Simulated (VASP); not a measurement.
# GaAs (rocksalt type) (Fm-3m) in VASP: a series of runs

The runs below take GaAs (rocksalt type) through single point, relaxation of cell and atoms, with PBEsol.

All numbers are computed with VASP 6.6.1; they aren't measurements. Logs are shortened: lines on timing, memory, paths and dates and some standing lists are left out, and cuts for length are marked.

### Step 1. The cell of the first run

Symmetry: Fm-3m, No. 225, cubic system. The conventional cell has a = 4.346 Å, b = 4.346 Å, c = 4.346 Å, α = 90.00°, β = 90.00°, γ = 90.00°. Within 2.9 Å of Ga (site symmetry m-3m) lie 6 As at 2.17 Å. Within 2.9 Å of As (site symmetry m-3m) lie 6 Ga at 2.17 Å.

### Step 2. Single point, PBEsol (volume scaled by 0.55)

Input file INCAR:

```
SYSTEM = GaAs
  ALGO = Normal
  EDIFF = 1E-7
  ENCUT = 520
  GGA = PS
  ISIF = 2
  ISMEAR = -1
  LASPH = .True.
  LCHARG = .True.
  LELF = .True.
  LREAL = .False.
  LVHAR = .True.
  LWAVE = .False.
  NBANDS = 16
  NELM = 80
  PREC = Accurate
  SIGMA = 0.08
```

Input file KPOINTS:

```
k-points
0
Gamma
  13 13 13
  0 0 0
```

Input file POSCAR:

```
GaAs
1.0
    0.0000000000      2.1729255388      2.1729255388
    2.1729255388      0.0000000000      2.1729255388
    2.1729255388      2.1729255388      0.0000000000
Ga As
1 1
Direct
    0.0000000000      0.0000000000      0.0000000000
    0.5000000000      0.5000000000      0.5000000000
```

Potentials or basis: VASP PAW PBE potentials, release 64 (Ga_d, As).

Started as:

```bash
$ cat potpaw_PBE.64/Ga_d/POTCAR potpaw_PBE.64/As/POTCAR > POTCAR
$ mpirun -np 1 vasp_std > vasp.out
```

OUTCAR:

```text
SYSTEM = GaAs
   EDIFF = 1E-7
   ENCUT = 520
   GGA = PS
   ISIF = 2
   ISMEAR = -1
   LASPH = .True.
   LREAL = .False.
   NELM = 80
   PREC = Accurate

 ion  position               nearest neighbor table
   1  0.000  0.000  0.000-   2 2.17   2 2.17   2 2.17   2 2.17   2 2.17   2 2.17
   2  0.500  0.500  0.500-   1 2.17   1 2.17   1 2.17   1 2.17   1 2.17   1 2.17

  LATTYP: Found a face centered cubic cell.
 ALAT       =     4.3458510776

  Lattice vectors:

 A1 = (   0.0000000000,   2.1729255388,   2.1729255388)
 A2 = (   2.1729255388,   0.0000000000,   2.1729255388)
 A3 = (   2.1729255388,   2.1729255388,   0.0000000000)

Analysis of symmetry for initial positions (statically):
=====================================================================
 Subroutine PRICEL returns:
 Original cell was already a primitive cell.

 Routine SETGRP: Setting up the symmetry group for a
 face centered cubic supercell.

 Subroutine GETGRP returns: Found 48 space group operations
 (whereof 48 operations were pure point group operations)
 out of a pool of 48 trial point group operations.

The static configuration has the point symmetry O_h .

Analysis of symmetry for dynamics (positions and initial velocities):
=====================================================================
 Subroutine PRICEL returns:
 Original cell was already a primitive cell.

 Routine SETGRP: Setting up the symmetry group for a
 face centered cubic supercell.

 Subroutine GETGRP returns: Found 48 space group operations
 (whereof 48 operations were pure point group operations)
 out of a pool of 48 trial point group operations.

The dynamic configuration has the point symmetry O_h .

 Subroutine INISYM returns: Found 48 space group operations
 (whereof 48 operations are pure point group operations),
 and found     1 'primitive' translations

----------------------------------------------------------------------------------------

                                     Primitive cell

  volume of cell :      20.5194

  direct lattice vectors                    reciprocal lattice vectors
     0.000000000  2.172925539  2.172925539    -0.230104525  0.230104525  0.230104525
     2.172925539  0.000000000  2.172925539     0.230104525 -0.230104525  0.230104525
     2.172925539  2.172925539  0.000000000     0.230104525  0.230104525 -0.230104525

  length of vectors
     3.072980767  3.072980767  3.072980767     0.398552729  0.398552729  0.398552729

  position of ions in fractional coordinates (direct lattice)
     0.000000000  0.000000000  0.000000000
     0.500000000  0.500000000  0.500000000

  ion indices of the primitive-cell ions
   primitive index   ion index
                 1           1
                 2           2

----------------------------------------------------------------------------------------

 KPOINTS: k-points

Automatic generation of k-mesh.
 Grid dimensions read from file:
 generate k-points for:   13   13   13

 Generating k-lattice:

  Cartesian coordinates                     Fractional coordinates (reciprocal lattice)
    -0.017700348  0.017700348  0.017700348     0.076923077  0.000000000  0.000000000
     0.017700348 -0.017700348  0.017700348     0.000000000  0.076923077  0.000000000
     0.017700348  0.017700348 -0.017700348     0.000000000  0.000000000  0.076923077

  Length of vectors
     0.030657902  0.030657902  0.030657902

  Shift w.r.t. Gamma in fractional coordinates (k-lattice)
     0.000000000  0.000000000  0.000000000

 Subroutine IBZKPT returns following result:
 ===========================================

 Found     84 irreducible k-points:

 Following reciprocal coordinates:
            Coordinates               Weight
  0.000000  0.000000  0.000000      1.000000
  0.076923  0.000000  0.000000      8.000000
  0.153846  0.000000  0.000000      8.000000
  0.230769  0.000000  0.000000      8.000000
  0.307692  0.000000  0.000000      8.000000
  0.384615  0.000000  0.000000      8.000000
[... 16 lines left out ...]
  0.384615  0.153846  0.000000     24.000000
  0.461538  0.153846  0.000000     24.000000
 [... further k-points ...]
   k-points           NKPTS =     84   k-points in BZ     NKDIM =     84   number of bands    NBANDS=     16
   number of dos      NEDOS =    301   number of ions     NIONS =      2
   total plane-waves  NPLWV =  13824
   dimension x,y,z NGX =    24 NGY =   24 NGZ =   24
   dimension x,y,z NGXF=    48 NGYF=   48 NGZF=   48
   ions per type =               1   1
   NGX,Y,Z   is equivalent  to a cutoff of  12.98, 12.98, 12.98 a.u.
   NGXF,Y,Z  is equivalent  to a cutoff of  25.97, 25.97, 25.97 a.u.
 SYSTEM =  GaAs
   PREC   = accura    normal or accurate (medium, high low for compatibility)
   ISTART =      0    job   : 0-new  1-cont  2-samecut
   ICHARG =      2    charge: 1-file 2-atom 10-const
   ISPIN  =      1    spin polarized calculation?
   LNONCOLLINEAR =      F non collinear calculations
   LSORBIT =      F    spin-orbit coupling
   LASPH  =      T    aspherical Exc in radial PAW
   ENCUT  =  520.0 eV  38.22 Ry    6.18 a.u.   5.71  5.71  5.71*2*pi/ulx,y,z
   NELM   =     80;   NELMIN=  2; NELMDL= -5     # of ELM steps
   EDIFF  = 0.1E-06   stopping-criterion for ELM
   LREAL  =      F    real-space projection
   EDIFFG = 0.1E-05   stopping-criterion for IOM
   NSW    =      0    number of steps for IOM
   IBRION =     -1    ionic relax: 0-MD 1-quasi-New 2-CG
   NFREE  =      0    steps in history (QN), initial steepest desc. (CG)
   ISIF   =      2    stress and relaxation
   ISYM   =      2    0-nonsym 1-usesym 2-fastsym
   POTIM  = 0.5000    time-step for ionic-motion
   TEBEG  =    0.0;   TEEND  =   0.0 temperature during run
   PSTRESS=    0.0 pullay stress
   NELECT =      18.0000    total number of electrons
   NUPDOWN=      -1.0000    fix difference up-down
   EMIN   =  10.00;   EMAX   =-10.00  energy-range for DOS
   EFERMI =   0.00;   METHOD = LEGACY
   ISMEAR =    -1;   SIGMA  =   0.08  broadening in eV -4-tet -1-fermi 0-gaus
   EFERMI_NEDOS =   21; number of points for ismear=-14 and -15
   IALGO  =     38    algorithm
   IMIX   =      4    mixing-type and parameters
     AMIX     =   0.40;   BMIX     =  1.00
     AMIX_MAG =   1.60;   BMIX_MAG =  1.00
  volume/ion in A,a.u.               =      10.26        69.24
  Fermi-wavevector in a.u.,A,eV,Ry     =   1.567151  2.961486 33.415392  2.455962
  Thomas-Fermi vector in A             =   2.669373
   LORBIT       =      0    0 simple, 1 ext, 2 COOP (PROOUT), +10 PAW based schemes
   GGA     = PS    functional components
   LHFCALC =     F    Hartree Fock is set to
   AEXX    =    0.0000 exact exchange contribution
   IVDW    =     0    specifies the selected vdW correction
   LEPSILON=     F    determine dielectric tensor
   LRPA    =     F    only Hartree local field effects (RPA)
 non-spin polarized calculation
  energy-cutoff  :      520.00
  volume of cell :       20.52
 maximum number of plane-waves:       562
   NGX = 11   NGY = 11   NGZ = 11

 number of electron      17.9999988 magnetization

 Free energy of the ion-electron system (eV)
  ---------------------------------------------------
  ext. energy  EPLUGINS =         0.00000000
  ---------------------------------------------------
  free energy    TOTEN  =        -2.63199347 eV

  energy without entropy =       -2.61575486  energy(sigma->0) =       -2.62387416

 E-fermi :  14.4265     XC(G=0): -14.0850

 val. band max:       14.4210717001   @ k =   0.2308   0.0769   0.0000
 cond. band min:      14.4268678552   @ k =   0.3077   0.0769   0.0000
 fundamental gap:      0.0057961551
 Fermi energy:        14.4264827008

 k-point     1 :       0.0000    0.0000    0.0000
  band No.  band energies     occupation
      1      -6.0816      2.00000
      2      -2.4994      2.00000
      3      -2.4994      2.00000
      4      -2.4847      2.00000
      5      -2.4847      2.00000
      6      -2.4847      2.00000
[... 8 lines left out ...]
     15      25.5103      0.00000
     16      25.5103      0.00000

 k-point     2 :       0.0769    0.0000    0.0000
  band No.  band energies     occupation
      1      -5.9397      2.00000
      2      -2.5145      2.00000
      3      -2.5145      2.00000
      4      -2.4914      2.00000
      5      -2.4740      2.00000
      6      -2.4740      2.00000
[... 8 lines left out ...]
     15      24.1809      0.00000
     16      24.6735      0.00000

 k-point     3 :       0.1538    0.0000    0.0000
  band No.  band energies     occupation
      1      -5.5172      2.00000
      2      -2.5601      2.00000
      3      -2.5601      2.00000
      4      -2.5079      2.00000
      5      -2.4403      2.00000
      6      -2.4403      2.00000
[... 8 lines left out ...]
     15      24.2085      0.00000
     16      25.0249      0.00000

 k-point     4 :       0.2308    0.0000    0.0000
  band No.  band energies     occupation
      1      -4.8277      2.00000
      2      -2.6245      2.00000
      3      -2.6245      2.00000
      4      -2.5210      2.00000
      5      -2.3919      2.00000
      6      -2.3919      2.00000
[... 8 lines left out ...]
     15      24.5390      0.00000
     16      26.7086      0.00000

 k-point     5 :       0.3077    0.0000    0.0000
  band No.  band energies     occupation
      1      -3.9224      2.00000
      2      -2.6926      2.00000
      3      -2.6926      2.00000
      4      -2.4872      2.00000
      5      -2.3399      2.00000
      6      -2.3399      2.00000
[... 8 lines left out ...]
     15      26.2866      0.00000
     16      28.7445      0.00000

 k-point     6 :       0.3846    0.0000    0.0000
  band No.  band energies     occupation
      1      -3.1008      2.00000
      2      -2.7486      2.00000
      3      -2.7486      2.00000
      4      -2.2964      2.00000
      5      -2.2964      2.00000
      6      -2.1462      2.00000
[... 8 lines left out ...]
     15      28.3672      0.00000
     16      31.0264      0.00000
[... 267 lines left out ...]
 k-point    21 :       0.2308    0.1538    0.0000
  band No.  band energies     occupation
      1      -4.8693      2.00000
      2      -2.6519      2.00000
      3      -2.5502      2.00000
      4      -2.4963      2.00000
      5      -2.3966      2.00000
      6      -2.3873      2.00000
[... 8 lines left out ...]
     15      26.9706      0.00000
     16      27.8679      0.00000

 k-point    22 :       0.3077    0.1538    0.0000
  band No.  band energies     occupation
      1      -4.1961      2.00000
      2      -2.6717      2.00000
      3      -2.5534      2.00000
      4      -2.5492      2.00000
      5      -2.3291      2.00000
      6      -2.2956      2.00000
[... 8 lines left out ...]
     15      28.2424      0.00000
     16      29.9576      0.00000

 k-point    23 :       0.3846    0.1538    0.0000
  band No.  band energies     occupation
      1      -3.5333      2.00000
      2      -2.6908      2.00000
      3      -2.6133      2.00000
      4      -2.4965      2.00000
      5      -2.2826      2.00000
      6      -1.9614      2.00000
[... 8 lines left out ...]
     15      30.1053      0.00000
     16      32.1489      0.00000

 k-point    24 :       0.4615    0.1538    0.0000
  band No.  band energies     occupation
      1      -3.1920      2.00000
      2      -2.7184      2.00000
      3      -2.6745      2.00000
      4      -2.4272      2.00000
      5      -2.2577      2.00000
      6      -1.0803      2.00000
[... 8 lines left out ...]
     15      31.8071      0.00000
     16      33.8810      0.00000

 [... further k-points ...]
[... 5 lines left out ...]
  --------------------------------------------------------------------------------------
  -------------------------------------------------------------------------------------
  Total       24.9617100     24.9617100     24.9617100      0.0000000     -0.0000000      0.0000000
  in kB     1949.0383655   1949.0383655   1949.0383655      0.0000000     -0.0000000      0.0000000
  external PRESSURE =    1949.0383655 kB  Pullay stress =       0.0000000 kB

 VOLUME and BASIS-vectors are now :
 -----------------------------------------------------------------------------
  energy-cutoff  :      520.00
  volume of cell :       20.52
      direct lattice vectors                 reciprocal lattice vectors
     0.000000000  2.172925539  2.172925539    -0.230104525  0.230104525  0.230104525
     2.172925539  0.000000000  2.172925539     0.230104525 -0.230104525  0.230104525
     2.172925539  2.172925539  0.000000000     0.230104525  0.230104525 -0.230104525

 POSITION                                       TOTAL-FORCE (eV/Angst)
 -----------------------------------------------------------------------------------
      0.00000      0.00000      0.00000         0.000000      0.000000      0.000000
      2.17293      2.17293      2.17293        -0.000000     -0.000000     -0.000000
 -----------------------------------------------------------------------------------
    total drift:                                0.000000     -0.000000     -0.000000

  FREE ENERGIE OF THE ION-ELECTRON SYSTEM (eV)
  ---------------------------------------------------
  free  energy   TOTEN  =        -2.6319934669 eV

  energy  without entropy=       -2.6157548614  energy(sigma->0) =       -2.62387416
```

Run time: 16 s. Hardware: 1 thread of Intel Xeon Platinum 8488C (Sapphire Rapids), shared host; peak memory 0.15 GiB.

What came out:

```
Free energy            : -2.6320 eV
Pressure               : 194.9 GPa
Band gap on the k mesh : zero (band 9 reaches 15.66 eV, above the bottom of band 10 at 11.81 eV)
```

Levels at points of the mesh, in eV from the Fermi level:
| k point | band 5 | band 6 | band 7 | band 8 | band 9 | band 10 | band 11 | band 12 | band 13 | band 14 |
| --- | --- | --- | --- | --- | --- | --- | --- | --- | --- | --- |
| (0.00, 0.00, 0.00) | -16.91 | -16.91 | -0.13 | -0.13 | -0.13 | 7.32 | 7.32 | 7.32 | 8.47 | 8.79 |

Caveat: the PAW data sets were made with another functional, which shifts forces and pressure a little.

(Part 1 of 2 ends here.)
